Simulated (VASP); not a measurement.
# Zr2H3 (P-3m1) in VASP: relaxation of cell and atoms with PBE

Aim: the relaxation of cell and atoms of Zr2H3 with PBE.

Program: VASP 6.6.1. These are calculated values, not measurements. Logs are shortened: lines on timing, memory, paths and dates and some standing lists are left out, and cuts for length are marked.

## (1) The cell of the first run

The structure is trigonal, space group P-3m1 (No. 164). Conventional cell: a = 3.270 Å, b = 3.270 Å, c = 5.633 Å, α = 90.00°, β = 90.00°, γ = 120.00°. Within 2.7 Å of Zr (site symmetry 3m) lie 7 H at 2.08 to 2.31 Å. H (site symmetry -3m) has 6 Zr at 2.31 Å and 6 H at 2.90 Å within 3.1 Å. H (site symmetry 3m) has 4 Zr at 2.08 to 2.10 Å and 3 H at 2.26 Å within 2.7 Å.

The cell was generated, and may not be a known phase.

## (2) Relaxation of cell and atoms, PBE

INCAR

```
SYSTEM = Zr2H3
ALGO = Normal
EDIFF = 1E-7
EDIFFG = -0.01
ENCUT = 600
GGA = PE
IBRION = 2
ISIF = 3
ISMEAR = 0
LASPH = .True.
LCHARG = .False.
LREAL = .False.
LWAVE = .False.
NELM = 80
NSW = 100
PREC = Accurate
SIGMA = 0.1
```

KPOINTS

```
k-points
0
Gamma
  12 12 8
  0 0 0
```

POSCAR

```
Zr2H3
1.0
    3.2697642305      0.0000000000      0.0000000000
   -1.6348821153      2.8316988880      0.0000000000
    0.0000000000      0.0000000000      5.6326441156
Zr H
2 3
Direct
    0.3333333333      0.6666666667      0.2370038819
    0.6666666667      0.3333333333      0.7629961181
    0.0000000000      0.0000000000      0.0000000000
    0.3333333333      0.6666666667      0.6099960258
    0.6666666667      0.3333333333      0.3900039742
```

Potentials or basis: VASP PAW PBE potentials, release 64 (Zr_sv, H).

The run is started by

```console
> cat potpaw_PBE.64/Zr_sv/POTCAR potpaw_PBE.64/H/POTCAR > POTCAR
> mpirun -np 1 vasp_std > vasp.out
```

OUTCAR:

```text
SYSTEM = Zr2H3
   EDIFF = 1E-7
   EDIFFG = -0.01
   ENCUT = 600
   GGA = PE
   IBRION = 2
   ISIF = 3
   ISMEAR = 0
   LASPH = .True.
   LREAL = .False.
   NELM = 80
   NSW = 100
   PREC = Accurate

 ion  position               nearest neighbor table
   1  0.333  0.667  0.237-   5 2.08   5 2.08   5 2.08   4 2.10   3 2.31   3 2.31   3 2.31   2 3.27
                             2 3.27   2 3.27   2 3.51   2 3.51   2 3.51
   2  0.667  0.333  0.763-   4 2.08   4 2.08   4 2.08   5 2.10   3 2.31   3 2.31   3 2.31   1 3.27
                             1 3.27   1 3.27   1 3.51   1 3.51   1 3.51
   3  0.000  0.000  0.000-   1 2.31   2 2.31   2 2.31   1 2.31   2 2.31   1 2.31
   4  0.333  0.667  0.610-   2 2.08   2 2.08   2 2.08   1 2.10
   5  0.667  0.333  0.390-   1 2.08   1 2.08   1 2.08   2 2.10

  LATTYP: Found a hexagonal cell.
 ALAT       =     3.2697642305
 C/A-ratio  =     1.7226453403

  Lattice vectors:

 A1 = (   3.2697642305,   0.0000000000,   0.0000000000)
 A2 = (  -1.6348821153,   2.8316988880,   0.0000000000)
 A3 = (   0.0000000000,   0.0000000000,   5.6326441156)

Analysis of symmetry for initial positions (statically):
=====================================================================
 Subroutine PRICEL returns:
 Original cell was already a primitive cell.

 Routine SETGRP: Setting up the symmetry group for a
 hexagonal supercell.

 Subroutine GETGRP returns: Found 12 space group operations
 (whereof 12 operations were pure point group operations)
 out of a pool of 24 trial point group operations.

The static configuration has the point symmetry D_3d.

Analysis of symmetry for dynamics (positions and initial velocities):
=====================================================================
 Subroutine PRICEL returns:
 Original cell was already a primitive cell.

 Routine SETGRP: Setting up the symmetry group for a
 hexagonal supercell.

 Subroutine GETGRP returns: Found 12 space group operations
 (whereof 12 operations were pure point group operations)
 out of a pool of 24 trial point group operations.

The dynamic configuration has the point symmetry D_3d.

 Subroutine INISYM returns: Found 12 space group operations
 (whereof 12 operations are pure point group operations),
 and found     1 'primitive' translations

----------------------------------------------------------------------------------------

                                     Primitive cell

  volume of cell :      52.1526

  direct lattice vectors                    reciprocal lattice vectors
     3.269764230  0.000000000  0.000000000     0.305832448  0.176572446  0.000000000
    -1.634882115  2.831698888  0.000000000     0.000000000  0.353144893  0.000000000
     0.000000000  0.000000000  5.632644116     0.000000000  0.000000000  0.177536514

  length of vectors
     3.269764230  3.269764231  5.632644116     0.353144893  0.353144893  0.177536514

  position of ions in fractional coordinates (direct lattice)
     0.333333333  0.666666667  0.237003882
     0.666666667  0.333333333  0.762996118
     0.000000000  0.000000000  0.000000000
     0.333333333  0.666666667  0.609996026
     0.666666667  0.333333333  0.390003974

  ion indices of the primitive-cell ions
   primitive index   ion index
                 1           1
                 2           2
                 3           3
                 4           4
                 5           5

----------------------------------------------------------------------------------------

 KPOINTS: k-points

Automatic generation of k-mesh.
 Grid dimensions read from file:
 generate k-points for:   12   12    8

 Generating k-lattice:

  Cartesian coordinates                     Fractional coordinates (reciprocal lattice)
     0.025486037  0.014714371  0.000000000     0.083333333 -0.000000000  0.000000000
     0.000000000  0.029428741  0.000000000     0.000000000  0.083333333  0.000000000
     0.000000000  0.000000000  0.022192064     0.000000000  0.000000000  0.125000000

  Length of vectors
     0.029428741  0.029428741  0.022192064

  Shift w.r.t. Gamma in fractional coordinates (k-lattice)
     0.000000000  0.000000000  0.000000000

 Subroutine IBZKPT returns following result:
 ===========================================

 Found    131 irreducible k-points:

 Following reciprocal coordinates:
            Coordinates               Weight
  0.000000  0.000000  0.000000      1.000000
  0.083333  0.000000  0.000000      6.000000
  0.166667  0.000000  0.000000      6.000000
  0.250000 -0.000000  0.000000      6.000000
  0.333333  0.000000  0.000000      6.000000
  0.416667  0.000000  0.000000      6.000000
[... 16 lines left out ...]
  0.166667  0.000000  0.125000      6.000000
  0.000000  0.166667  0.125000      6.000000
 [... further k-points ...]
   k-points           NKPTS =    131   k-points in BZ     NKDIM =    131   number of bands    NBANDS=     17
   number of dos      NEDOS =    301   number of ions     NIONS =      5
   total plane-waves  NPLWV =  37632
   dimension x,y,z NGX =    28 NGY =   28 NGZ =   48
   dimension x,y,z NGXF=    56 NGYF=   56 NGZF=   96
   ions per type =               2   3
   NGX,Y,Z   is equivalent  to a cutoff of  14.24, 14.24, 14.17 a.u.
   NGXF,Y,Z  is equivalent  to a cutoff of  28.47, 28.47, 28.33 a.u.
 SYSTEM =  Zr2H3
   PREC   = accura    normal or accurate (medium, high low for compatibility)
   ISTART =      0    job   : 0-new  1-cont  2-samecut
   ICHARG =      2    charge: 1-file 2-atom 10-const
   ISPIN  =      1    spin polarized calculation?
   LNONCOLLINEAR =      F non collinear calculations
   LSORBIT =      F    spin-orbit coupling
   LASPH  =      T    aspherical Exc in radial PAW
   ENCUT  =  600.0 eV  44.10 Ry    6.64 a.u.   6.53  6.53 11.25*2*pi/ulx,y,z
   NELM   =     80;   NELMIN=  2; NELMDL= -5     # of ELM steps
   EDIFF  = 0.1E-06   stopping-criterion for ELM
   LREAL  =      F    real-space projection
   EDIFFG = -.1E-01   stopping-criterion for IOM
   NSW    =    100    number of steps for IOM
   IBRION =      2    ionic relax: 0-MD 1-quasi-New 2-CG
   NFREE  =      1    steps in history (QN), initial steepest desc. (CG)
   ISIF   =      3    stress and relaxation
   ISYM   =      2    0-nonsym 1-usesym 2-fastsym
   POTIM  = 0.5000    time-step for ionic-motion
   TEBEG  =    0.0;   TEEND  =   0.0 temperature during run
   PSTRESS=    0.0 pullay stress
   NELECT =      27.0000    total number of electrons
   NUPDOWN=      -1.0000    fix difference up-down
   EMIN   =  10.00;   EMAX   =-10.00  energy-range for DOS
   EFERMI =   0.00;   METHOD = LEGACY
   ISMEAR =     0;   SIGMA  =   0.10  broadening in eV -4-tet -1-fermi 0-gaus
   EFERMI_NEDOS =   21; number of points for ismear=-14 and -15
   IALGO  =     38    algorithm
   IMIX   =      4    mixing-type and parameters
     AMIX     =   0.40;   BMIX     =  1.00
     AMIX_MAG =   1.60;   BMIX_MAG =  1.00
  volume/ion in A,a.u.               =      10.43        70.39
  Fermi-wavevector in a.u.,A,eV,Ry     =   1.314531  2.484103 23.510753  1.727992
  Thomas-Fermi vector in A             =   2.444777
   LORBIT       =      0    0 simple, 1 ext, 2 COOP (PROOUT), +10 PAW based schemes
   GGA     = PE    functional components
   LHFCALC =     F    Hartree Fock is set to
   AEXX    =    0.0000 exact exchange contribution
   IVDW    =     0    specifies the selected vdW correction
   LEPSILON=     F    determine dielectric tensor
   LRPA    =     F    only Hartree local field effects (RPA)
 conjugate gradient relaxation of ions
 non-spin polarized calculation
 Gauss-broadening in eV      SIGMA  =   0.10
  energy-cutoff  :      600.00
  volume of cell :       52.15
 maximum number of plane-waves:      1786
 NGX is ok and might be reduce to    28
   NGX = 13   NGY = 13   NGZ = 23

--------------------------------------- Ionic step        1  -------------------------------------------

 number of electron      27.0000000 magnetization

 Free energy of the ion-electron system (eV)
  ---------------------------------------------------
  ext. energy  EPLUGINS =         0.00000000
  ---------------------------------------------------
  free energy    TOTEN  =       -29.34595437 eV

  energy without entropy =      -29.33383957  energy(sigma->0) =      -29.33989697

------------------------ aborting loop because EDIFF is reached ----------------------------------------

  FORCE on cell =-STRESS in cart. coord.  units (eV):
  Direction    XX          YY          ZZ          XY          YZ          ZX
  --------------------------------------------------------------------------------------
  -------------------------------------------------------------------------------------
  Total       -0.2918340     -0.2918340      0.7694647      0.0000000     -0.0000000      0.0000000
  in kB       -8.9654214     -8.9654214     23.6386942      0.0000000     -0.0000000      0.0000000
  external PRESSURE =       1.9026171 kB  Pullay stress =       0.0000000 kB
[... 258 lines left out ...]
  energy  without entropy=      -29.3415526955  energy(sigma->0) =      -29.34734559

--------------------------------------- Ionic step        8  -------------------------------------------

 number of electron      27.0000000 magnetization

 Free energy of the ion-electron system (eV)
  ---------------------------------------------------
  ext. energy  EPLUGINS =         0.00000000
  ---------------------------------------------------
  free energy    TOTEN  =       -29.35316084 eV

  energy without entropy =      -29.34156538  energy(sigma->0) =      -29.34736311

 E-fermi :   8.6856     XC(G=0): -11.2672

 val. band max:        8.6836580312   @ k =  -0.0833   0.2500   0.1250
 cond. band min:       8.6897001831   @ k =  -0.1667   0.4167   0.1250
 fundamental gap:      0.0060421519
 Fermi energy:         8.6856187878

 k-point     1 :       0.0000    0.0000    0.0000
  band No.  band energies     occupation
      1     -40.2264      2.00000
      2     -40.1494      2.00000
      3     -18.6441      2.00000
      4     -17.9700      2.00000
      5     -17.9331      2.00000
      6     -17.9331      2.00000
[... 9 lines left out ...]
     16       9.6841      0.00000
     17      10.8381      0.00000
[... 443 lines left out ...]
      1     -40.1988      2.00000
      2     -40.1354      2.00000
      3     -18.5572      2.00000
      4     -18.1163      2.00000
      5     -18.0733      2.00000
      6     -17.9790      2.00000
[... 9 lines left out ...]
     16      10.0577      0.00000
     17      10.2112      0.00000

 [... further k-points ...]

------------------------ aborting loop because EDIFF is reached ----------------------------------------

  FORCE on cell =-STRESS in cart. coord.  units (eV):
  Direction    XX          YY          ZZ          XY          YZ          ZX
  --------------------------------------------------------------------------------------
  -------------------------------------------------------------------------------------
  Total        0.0040420      0.0040420      0.0060065     -0.0000000      0.0000000     -0.0000000
  in kB        0.1241534      0.1241534      0.1844954     -0.0000000      0.0000000     -0.0000000
  external PRESSURE =       0.1442674 kB  Pullay stress =       0.0000000 kB
[... 20 lines left out ...]
  FREE ENERGIE OF THE ION-ELECTRON SYSTEM (eV)
  ---------------------------------------------------
  free  energy   TOTEN  =       -29.3531608433 eV

  energy  without entropy=      -29.3415653834  energy(sigma->0) =      -29.34736311

 reached required accuracy - stopping structural energy minimisation
```

It took 17 min on 1 thread of Oxide Virtual Turin-like, shared host; peak memory 0.26 GiB.

Results:

- Free energy: -29.3532 eV
- Relaxed volume: 10.43 Å³/atom
- Relaxed cell: a = 3.249 Å, b = 3.249 Å, c = 5.706 Å, α = 90.00°, β = 90.00°, γ = 120.00°
- Space group after relaxing (to 0.1 Å): P-3m1 (No. 164)
- Energy gained by relaxing: 1.4 meV/atom
- Ionic steps: 8
- Pressure after relaxing: 0.0 GPa
- Largest force after relaxing: 0.004 eV/Å
- Band gap on the k mesh: zero (an odd number of electrons rules out a gap without spin polarisation)

Forces in eV/Å, atoms in the order of the input:
```
Zr   0.000  0.000 -0.004
Zr   0.000  0.000  0.004
H    0.000  0.000  0.000
H    0.000  0.000  0.001
H    0.000  0.000 -0.001
```

The path:
```
step  energy change (eV)  largest force (eV/Å)  pressure (GPa)  volume (Å³)
   1              0.0000                0.0246            0.19        52.15
   2             -0.0052                0.0459           -0.08        52.24
   3             -0.0062                0.0617           -0.24        52.30
   4             -0.0067                0.0499            0.04        52.18
   5             -0.0068                0.0409            0.25        52.08
   6             -0.0071                0.0169            0.04        52.16
   7             -0.0072                0.0177           -0.06        52.19
   8             -0.0072                0.0045            0.01        52.16
```

Final structure:
```xyz
5
Lattice="3.2489 0.0000 0.0000 -1.6245 2.8136 0.0000 0.0000 0.0000 5.7061" Properties=species:S:1:pos:R:3 pbc="T T T"
Zr    0.0000    1.8758    1.3529
Zr    1.6245    0.9379    4.3532
H     1.6245    2.8136    5.7061
H     0.0000    1.8758    3.4648
H     1.6245    0.9379    2.2413
```

Levels at points of the mesh, in eV from the Fermi level:
```csv
k point,band 11,band 12,band 13,band 14,band 15,band 16
"(0.00, 0.00, 0.00)",-4.93,-0.17,0.45,0.45,1.00,1.00
"(0.50, 0.00, 0.00)",-4.57,-2.40,-1.31,0.35,0.49,4.05
"(0.00, 0.00, 0.50)",-3.71,-1.74,0.35,0.35,0.69,0.69
"(0.50, 0.00, 0.50)",-4.59,-3.07,-1.55,0.66,1.58,2.03
```

Caveat: an odd number of electrons without spin polarisation forces a metal; a magnetic or distorted state may lie lower.
